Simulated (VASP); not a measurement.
The system is MnAl2.

```
Mn Al
1.0
     0.00000    2.92691    2.92691
     2.92691    0.00000    2.92691
     2.92691    2.92691    0.00000
Mn Al
1 2
Direct
  0.00000 0.00000 0.00000
  0.25000 0.25000 0.25000
  0.75000 0.75000 0.75000
```

```yaml
Program: VASP 6.6.1
Task: relaxation of cell and atoms
Functional: PBE
Potentials_or_basis: VASP PAW PBE potentials, release 64 (Mn_pv, Al)
Cutoff: 500 eV
k_mesh: 5 × 5 × 5
Occupations: gaussian, width 0.0215 eV
Spin: no spin polarisation
```

At the start: pressure -4.5 GPa; volume 16.72 Å³/atom.

Q: How do energy, volume and symmetry change on relaxing?

A: Over 3 steps the energy falls by 10.8 meV/atom and the volume is 15.97 Å³/atom (-4.5 %); space group Fm-3m (No. 225, to 0.1 Å) before and after.

Step by step:
| step | energy change (eV) | largest force (eV/Å) | pressure (GPa) | volume (Å³) |
| --- | --- | --- | --- | --- |
| 1 | 0.0000 | 0.0000 | -4.46 | 50.15 |
| 2 | -0.0244 | 0.0000 | 2.49 | 46.84 |
| 3 | -0.0325 | 0.0000 | 0.00 | 47.90 |

Final structure:
```xyz
3
Lattice="0.0000 2.8825 2.8825 2.8825 0.0000 2.8825 2.8825 2.8825 0.0000" Properties=species:S:1:pos:R:3 pbc="T T T"
Mn    0.0000    0.0000    0.0000
Al    1.4413    1.4413    1.4413
Al    4.3238    4.3238    4.3238
```

Caveat: the k points lie up to 0.38 Å⁻¹ apart in the final cell, too coarse for converged energies and pressures of a metal; the run has no spin polarisation, though such a crystal can be magnetic.
